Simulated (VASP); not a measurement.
# Zn (Im-3m) in VASP: a series of runs

Runs on Zn. Level: r2SCAN. Tasks: relaxation of cell and atoms, single point.

All numbers are computed with VASP 6.6.1; they aren't measurements. Logs are shortened: lines on timing, memory, paths and dates and some standing lists are left out, and cuts for length are marked.

### 1 The cell of the first run

Symmetry: Im-3m, No. 229, cubic system. The conventional cell has a = 3.052 Å, b = 3.052 Å, c = 3.052 Å, α = 90.00°, β = 90.00°, γ = 90.00°. Within 3.5 Å of Zn (site symmetry m-3m) lie 14 Zn at 2.64 to 3.05 Å.

This isn't the form of Zn at room conditions, which is hcp.

### 2 Relaxation of cell and atoms, r2SCAN

POSCAR reads:

```
Zn
1.0
   -1.5262270380      1.5262270380      1.5262270380
    1.5262270380     -1.5262270380      1.5262270380
    1.5262270380      1.5262270380     -1.5262270380
Zn
1
Direct
    0.0000000000      0.0000000000      0.0000000000
```

INCAR.step1 reads:

```
SYSTEM = Zn
  PREC = Accurate
  ENCUT = 600
  ISMEAR = 0
  SIGMA = 0.1
  LREAL = .False.
  LASPH = .True.
  NELM = 80
  GGA = PE
  ALGO = Normal
  EDIFF = 1E-4
  LWAVE = .True.
  LCHARG = .False.
```

INCAR.step2 reads:

```
SYSTEM = Zn
  PREC = Accurate
  ENCUT = 600
  EDIFF = 1E-6
  ISMEAR = 0
  SIGMA = 0.1
  LREAL = .False.
  LASPH = .True.
  NELM = 80
  ALGO = Normal
  ISIF = 3
  LWAVE = .False.
  LCHARG = .False.
  METAGGA = R2SCAN
  LMIXTAU = .True.
  IBRION = 2
  NSW = 100
  EDIFFG = -0.01
  ISTART = 1
```

KPOINTS reads:

```
regular mesh
0
Gamma
  26 26 26
  0 0 0
```

Potentials or basis: VASP PAW PBE potentials, release 64 (Zn).

Launch:

```bash
$ cat potpaw_PBE.64/Zn/POTCAR > POTCAR
$ cp INCAR.step1 INCAR
$ mpirun -np 1 vasp_std > vasp.out
$ cp INCAR.step2 INCAR
$ mpirun -np 1 vasp_std > vasp.out
```

OUTCAR:

```text
SYSTEM = Zn
   PREC = Accurate
   ENCUT = 600
   EDIFF = 1E-6
   ISMEAR = 0
   LREAL = .False.
   LASPH = .True.
   NELM = 80
   ISIF = 3
   METAGGA = R2SCAN
   IBRION = 2
   NSW = 100
   EDIFFG = -0.01
   ISTART = 1

 ion  position               nearest neighbor table
   1  0.000  0.000  0.000-

  LATTYP: Found a body centered cubic cell.
 ALAT       =     3.0524540760

  Lattice vectors:

 A1 = (  -1.5262270380,   1.5262270380,   1.5262270380)
 A2 = (   1.5262270380,  -1.5262270380,   1.5262270380)
 A3 = (   1.5262270380,   1.5262270380,  -1.5262270380)

Analysis of symmetry for initial positions (statically):
=====================================================================
 Subroutine PRICEL returns:
 Original cell was already a primitive cell.

 Routine SETGRP: Setting up the symmetry group for a
 body centered cubic supercell.

 Subroutine GETGRP returns: Found 48 space group operations
 (whereof 48 operations were pure point group operations)
 out of a pool of 48 trial point group operations.

The static configuration has the point symmetry O_h .

Analysis of symmetry for dynamics (positions and initial velocities):
=====================================================================
 Subroutine PRICEL returns:
 Original cell was already a primitive cell.

 Routine SETGRP: Setting up the symmetry group for a
 body centered cubic supercell.

 Subroutine GETGRP returns: Found 48 space group operations
 (whereof 48 operations were pure point group operations)
 out of a pool of 48 trial point group operations.

The dynamic configuration has the point symmetry O_h .

 Subroutine INISYM returns: Found 48 space group operations
 (whereof 48 operations are pure point group operations),
 and found     1 'primitive' translations

----------------------------------------------------------------------------------------

                                     Primitive cell

  volume of cell :      14.2206

  direct lattice vectors                    reciprocal lattice vectors
    -1.526227038  1.526227038  1.526227038     0.000000000  0.327605256  0.327605256
     1.526227038 -1.526227038  1.526227038     0.327605256  0.000000000  0.327605256
     1.526227038  1.526227038 -1.526227038     0.327605256  0.327605256  0.000000000

  length of vectors
     2.643502774  2.643502774  2.643502774     0.463303797  0.463303797  0.463303797

  position of ions in fractional coordinates (direct lattice)
     0.000000000  0.000000000  0.000000000

  ion indices of the primitive-cell ions
   primitive index   ion index
                 1           1

----------------------------------------------------------------------------------------

 KPOINTS: regular mesh

Automatic generation of k-mesh.
 Grid dimensions read from file:
 generate k-points for:   26   26   26

 Generating k-lattice:

  Cartesian coordinates                     Fractional coordinates (reciprocal lattice)
     0.000000000  0.012600202  0.012600202     0.038461538  0.000000000  0.000000000
     0.012600202  0.000000000  0.012600202     0.000000000  0.038461538  0.000000000
     0.012600202  0.012600202  0.000000000     0.000000000  0.000000000  0.038461538

  Length of vectors
     0.017819377  0.017819377  0.017819377

  Shift w.r.t. Gamma in fractional coordinates (k-lattice)
     0.000000000  0.000000000  0.000000000

 Subroutine IBZKPT returns following result:
 ===========================================

 Found    511 irreducible k-points:

 Following reciprocal coordinates:
            Coordinates               Weight
  0.000000  0.000000  0.000000      1.000000
  0.038462  0.000000  0.000000     12.000000
  0.076923  0.000000  0.000000     12.000000
  0.115385  0.000000  0.000000     12.000000
  0.153846  0.000000  0.000000     12.000000
  0.192308  0.000000  0.000000     12.000000
[... 16 lines left out ...]
  0.346154  0.038462  0.000000     48.000000
  0.384615  0.038462  0.000000     48.000000
 [... further k-points ...]
   k-points           NKPTS =    511   k-points in BZ     NKDIM =    511   number of bands    NBANDS=     10
   number of dos      NEDOS =    301   number of ions     NIONS =      1
   total plane-waves  NPLWV =  13824
   dimension x,y,z NGX =    24 NGY =   24 NGZ =   24
   dimension x,y,z NGXF=    48 NGYF=   48 NGZF=   48
   ions per type =               1
   NGX,Y,Z   is equivalent  to a cutoff of  15.09, 15.09, 15.09 a.u.
   NGXF,Y,Z  is equivalent  to a cutoff of  30.19, 30.19, 30.19 a.u.
 SYSTEM =  Zn
   PREC   = accura    normal or accurate (medium, high low for compatibility)
   ISTART =      1    job   : 0-new  1-cont  2-samecut
   ICHARG =      0    charge: 1-file 2-atom 10-const
   ISPIN  =      1    spin polarized calculation?
   LNONCOLLINEAR =      F non collinear calculations
   LSORBIT =      F    spin-orbit coupling
   LASPH  =      T    aspherical Exc in radial PAW
   ENCUT  =  600.0 eV  44.10 Ry    6.64 a.u.   5.28  5.28  5.28*2*pi/ulx,y,z
   NELM   =     80;   NELMIN=  2; NELMDL=  0     # of ELM steps
   EDIFF  = 0.1E-05   stopping-criterion for ELM
   LREAL  =      F    real-space projection
   EDIFFG = -.1E-01   stopping-criterion for IOM
   NSW    =    100    number of steps for IOM
   IBRION =      2    ionic relax: 0-MD 1-quasi-New 2-CG
   NFREE  =      1    steps in history (QN), initial steepest desc. (CG)
   ISIF   =      3    stress and relaxation
   ISYM   =      2    0-nonsym 1-usesym 2-fastsym
   POTIM  = 0.5000    time-step for ionic-motion
   TEBEG  =    0.0;   TEEND  =   0.0 temperature during run
   PSTRESS=    0.0 pullay stress
   NELECT =      12.0000    total number of electrons
   NUPDOWN=      -1.0000    fix difference up-down
   EMIN   =  10.00;   EMAX   =-10.00  energy-range for DOS
   EFERMI =   0.00;   METHOD = LEGACY
   ISMEAR =     0;   SIGMA  =   0.10  broadening in eV -4-tet -1-fermi 0-gaus
   EFERMI_NEDOS =   21; number of points for ismear=-14 and -15
   IALGO  =     38    algorithm
   IMIX   =      4    mixing-type and parameters
     AMIX     =   0.40;   BMIX     =  1.00
     AMIX_MAG =   1.60;   BMIX_MAG =  1.00
  volume/ion in A,a.u.               =      14.22        95.97
  Fermi-wavevector in a.u.,A,eV,Ry     =   1.547021  2.923445 32.562454  2.393273
  Thomas-Fermi vector in A             =   2.652174
   LORBIT       =      0    0 simple, 1 ext, 2 COOP (PROOUT), +10 PAW based schemes
   METAGGA = R2SCAN    functional components
   LHFCALC =     F    Hartree Fock is set to
   AEXX    =    0.0000 exact exchange contribution
   IVDW    =     0    specifies the selected vdW correction
   LEPSILON=     F    determine dielectric tensor
   LRPA    =     F    only Hartree local field effects (RPA)
 conjugate gradient relaxation of ions
 non-spin polarized calculation
 Gauss-broadening in eV      SIGMA  =   0.10
  energy-cutoff  :      600.00
  volume of cell :       14.22
 maximum number of plane-waves:       490
 NGX is ok and might be reduce to    24
   NGX = 11   NGY = 11   NGZ = 11

--------------------------------------- Ionic step        1  -------------------------------------------

 number of electron      12.0000008 magnetization

 Free energy of the ion-electron system (eV)
  ---------------------------------------------------
  ext. energy  EPLUGINS =         0.00000000
  ---------------------------------------------------
  free energy    TOTEN  =        -8.80109474 eV

  energy without entropy =       -8.79973116  energy(sigma->0) =       -8.80041295

------------------------ aborting loop because EDIFF is reached ----------------------------------------

  FORCE on cell =-STRESS in cart. coord.  units (eV):
  Direction    XX          YY          ZZ          XY          YZ          ZX
  --------------------------------------------------------------------------------------
  -------------------------------------------------------------------------------------
  Total        0.1319017      0.1319017      0.1319017      0.0000000     -0.0000000      0.0000000
  in kB       14.8608493     14.8608493     14.8608493      0.0000000     -0.0000000      0.0000000
  external PRESSURE =      14.8608493 kB  Pullay stress =       0.0000000 kB

 VOLUME and BASIS-vectors are now :
 -----------------------------------------------------------------------------
  energy-cutoff  :      600.00
  volume of cell :       14.22
      direct lattice vectors                 reciprocal lattice vectors
    -1.526227038  1.526227038  1.526227038     0.000000000  0.327605256  0.327605256
     1.526227038 -1.526227038  1.526227038     0.327605256  0.000000000  0.327605256
     1.526227038  1.526227038 -1.526227038     0.327605256  0.327605256  0.000000000
[... 71 lines left out ...]
 POSITION                                       TOTAL-FORCE (eV/Angst)
 -----------------------------------------------------------------------------------
      0.00000      0.00000      0.00000         0.000000      0.000000     -0.000000
 -----------------------------------------------------------------------------------
    total drift:                               -0.000000     -0.000000      0.000000

  FREE ENERGIE OF THE ION-ELECTRON SYSTEM (eV)
  ---------------------------------------------------
  free  energy   TOTEN  =        -8.8019464341 eV

  energy  without entropy=       -8.8005803051  energy(sigma->0) =       -8.80126337

--------------------------------------- Ionic step        4  -------------------------------------------

 number of electron      12.0000003 magnetization

 Free energy of the ion-electron system (eV)
  ---------------------------------------------------
  ext. energy  EPLUGINS =         0.00000000
  ---------------------------------------------------
  free energy    TOTEN  =        -8.80191558 eV

  energy without entropy =       -8.80055108  energy(sigma->0) =       -8.80123333

 E-fermi :   3.5619     XC(G=0): -12.9803

 val. band max:        3.5571784831   @ k =  -0.4615   0.5000   0.1538
 cond. band min:       3.6214002419   @ k =   0.3846   0.0769   0.0769
 fundamental gap:      0.0642217588
 Fermi energy:         3.5618581873

 k-point     1 :       0.0000    0.0000    0.0000
  band No.  band energies     occupation
      1      -7.9391      2.00000
      2      -4.8282      2.00000
      3      -4.8280      2.00000
      4      -4.8280      2.00000
      5      -4.2674      2.00000
      6      -4.2674      2.00000
      7      24.7323      0.00000
      8      24.7323      0.00000
      9      24.7323      0.00000
     10      25.7307      0.00000

 k-point     2 :       0.0385    0.0000    0.0000
  band No.  band energies     occupation
      1      -7.8877      2.00000
      2      -4.8332      2.00000
      3      -4.8271      2.00000
      4      -4.8156      2.00000
      5      -4.2724      2.00000
      6      -4.2671      2.00000
      7      23.7116      0.00000
      8      24.1947      0.00000
      9      24.4247      0.00000
     10      25.1486      0.00000
[... 274 lines left out ...]
 k-point    24 :       0.3846    0.0385    0.0000
  band No.  band energies     occupation
      1      -5.5692      2.00000
      2      -5.1457      2.00000
      3      -4.3112      2.00000
      4      -4.2409      2.00000
      5      -3.9985      2.00000
      6      -1.7089      2.00000
      7       5.3763      0.00000
      8      15.9885      0.00000
      9      17.2225      0.00000
     10      20.5676      0.00000

 [... further k-points ...]

------------------------ aborting loop because EDIFF is reached ----------------------------------------

  FORCE on cell =-STRESS in cart. coord.  units (eV):
  Direction    XX          YY          ZZ          XY          YZ          ZX
  --------------------------------------------------------------------------------------
  -------------------------------------------------------------------------------------
  Total       -0.0039824     -0.0039824     -0.0039824      0.0000000     -0.0000000     -0.0000000
  in kB       -0.4406476     -0.4406476     -0.4406476      0.0000000     -0.0000000     -0.0000000
  external PRESSURE =      -0.4406476 kB  Pullay stress =       0.0000000 kB

 VOLUME and BASIS-vectors are now :
 -----------------------------------------------------------------------------
  energy-cutoff  :      600.00
  volume of cell :       14.48
      direct lattice vectors                 reciprocal lattice vectors
    -1.535448003  1.535448003  1.535448003     0.000000000  0.325637859  0.325637859
     1.535448003 -1.535448003  1.535448003     0.325637859  0.000000000  0.325637859
     1.535448003  1.535448003 -1.535448003     0.325637859  0.325637859  0.000000000

 POSITION                                       TOTAL-FORCE (eV/Angst)
 -----------------------------------------------------------------------------------
      1.53545      1.53545      1.53545         0.000000      0.000000      0.000000
 -----------------------------------------------------------------------------------
    total drift:                               -0.000000     -0.000000      0.000000

  FREE ENERGIE OF THE ION-ELECTRON SYSTEM (eV)
  ---------------------------------------------------
  free  energy   TOTEN  =        -8.8019155830 eV

  energy  without entropy=       -8.8005510797  energy(sigma->0) =       -8.80123333

 reached required accuracy - stopping structural energy minimisation
```

Wall time 11 min (1 thread of AMD EPYC 9R45 (Zen 5), shared host); peak memory 0.2 GiB.

Results:

```
Free energy                           : -8.8019 eV
Relaxed volume                        : 14.48 Å³/atom
Relaxed cell                          : a = 2.659 Å, b = 2.659 Å, c = 2.659 Å, α = 109.47°, β = 109.47°, γ = 109.47°
Space group after relaxing (to 0.1 Å) : Im-3m (No. 229)
Energy gained by relaxing             : 0.8 meV/atom
Ionic steps                           : 4
Pressure after relaxing               : 0.0 GPa
Band gap on the k mesh                : zero (bands 6 and 7 overlap by 5.39 eV)
```

Step by step:
```tsv
step	energy change (eV)	largest force (eV/Å)	pressure (GPa)	volume (Å³)
1	0.0000	0.0000	1.49	14.22
2	-0.0008	0.0000	-0.14	14.49
3	-0.0009	0.0000	0.45	14.44
4	-0.0008	0.0000	-0.04	14.48
```

Final structure:
```xyz
1
Lattice="-1.5354 1.5354 1.5354 1.5354 -1.5354 1.5354 1.5354 1.5354 -1.5354" Properties=species:S:1:pos:R:3 pbc="T T T"
Zn    1.5354    1.5354    1.5354
```

Levels at points of the mesh, in eV from the Fermi level:
| k point | band 4 | band 5 | band 6 | band 7 | band 8 | band 9 |
| --- | --- | --- | --- | --- | --- | --- |
| (0.00, 0.00, 0.00) | -8.39 | -7.83 | -7.83 | 21.17 | 21.17 | 21.17 |
| (0.50, 0.00, 0.00) | -7.79 | -7.45 | -3.24 | -0.93 | 12.46 | 13.72 |
| (0.50, 0.50, 0.50) | -7.54 | -7.54 | 4.46 | 4.46 | 4.46 | 8.83 |

Caveat: the PAW data sets were made with another functional, which shifts forces and pressure a little.

[end of part 1 of 2]
